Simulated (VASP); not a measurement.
Runs of VASP 6.6.1 on BiTe. The structure is that of space group R-3m (No. 166), or close to it. The cells are those of the table. 

```csv
cell,gap on the mesh (eV),pressure (GPa)
"a = 4.274 Å, angles 67.9°, 2 atoms",none,(a)
"a = 4.363 Å, angles 65.2°, 2 atoms",none,2.1
"a = 4.286 Å, angles 66.5°, 2 atoms",none,(b)
"a = 4.247 Å, angles 67.2°, 2 atoms",none,4.5
"a = 4.324 Å, angles 65.8°, 2 atoms",none,2.9
"a = 4.312 Å, angles 67.2°, 2 atoms",none,1.6
"a = 4.209 Å, angles 67.9°, 2 atoms",none,5.3
"a = 4.236 Å, angles 68.6°, 2 atoms",none,3.1
```

Alike in all rows: task single point; level PBE; potentials or basis VASP PAW PBE potentials, release 64 (Bi_d, Te); no spin polarisation; k mesh 12 × 12 × 12; cutoff (eV) 520; smearing gaussian 0.15 eV.

Q: Estimate the missing entries.

A: (a) 2.3; (b) 3.6.

Caveats: spin-orbit coupling is left out, which moves the levels of the heavy elements; the cell stands under pressure (at least some runs).

A k mesh can miss the band edges, and the runs leave out spin-orbit coupling on Bi, Te.

A gap of «none» marks levels without a gap at the run's occupations.
